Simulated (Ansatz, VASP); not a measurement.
**One calculation of CdS, two programs**

Contents of INCAR:

```
SYSTEM = CdS
PREC = Accurate ; ENCUT = 400
EDIFF = 1E-8 ; ISMEAR = -5
SIGMA = 0.1 ; LREAL = .False.
LASPH = .True. ; NELM = 120
ALGO = Normal ; ISIF = 2
LWAVE = .False. ; LCHARG = .False.
GGA = PE ; LEFG = .True.
NBANDS = 16 ; GGA_COMPAT = .False.
```

KPOINTS

```
Automatic mesh
0
Gamma
  4 4 4
  0 0 0
```

The input POSCAR:

```
CdS
1.0
    0.0000000000      2.7532440000      2.7532440000
    2.7532440000      0.0000000000      2.7532440000
    2.7532440000      2.7532440000      0.0000000000
Cd S
1 1
Direct
    0.0000000000      0.0000000000      0.0000000000
    0.5000000000      0.5000000000      0.5000000000
```

Input for Ansatz:

```yaml
crystal:
  lattice:
    - [0.0, 2.753244, 2.753244]
    - [2.753244, 0.0, 2.753244]
    - [2.753244, 2.753244, 0.0]
  atoms:
    - { symbol: Cd, position: [0.0, 0.0, 0.0] }
    - { symbol: S, position: [0.5, 0.5, 0.5] }
basis: {}
kpoints:
  mp_grid: { grid: [4, 4, 4] }
hamiltonian:
  xc: pbe
scf:
  occupations: { method: tetrahedron }
  mixing: { beta: 0.32, ndim: 1 }
  initial_density: { chi_scale: 0, normalization: atom }
  max_iter: 72
output:
  forces: true
  stress: true
  eigenvalues: true
  efg: {}
```

Alike in both runs: task electric field gradients; functional PBE; k mesh 4 × 4 × 4; occupations tetrahedron; no spin polarisation.

|  | VASP | Ansatz |
| --- | --- | --- |
| version | VASP 6.6.1 | Ansatz 0.2.0 |
| potentials or method | VASP PAW PBE potentials, release 64 (Cd, S) | scalar-relativistic, plane waves, PAW |
| plane-wave cutoff (eV) | 400 | 420 |
| valence electrons in the cell | 18 | 26 |

VASP gave:

```
gap on the k mesh at the Fermi level (eV) : 0.21
least direct gap on the mesh (eV)         : 1.50
pressure (GPa)                            : -0.2
```

Problem. What did Ansatz give for the same quantities?

Solution. gap on the k mesh at the Fermi level (eV): 0.22; least direct gap on the mesh (eV): 1.52; pressure (GPa): -0.1.

VASP's potentials hold 18 valence electrons a cell and Ansatz's 26, so a difference there can come from the potentials and not from the codes. Ansatz's warnings: band table not solved further, tetrahedron derivatives may miss energy slope.

The k mesh is coarse, so the values compare programs but aren't converged.
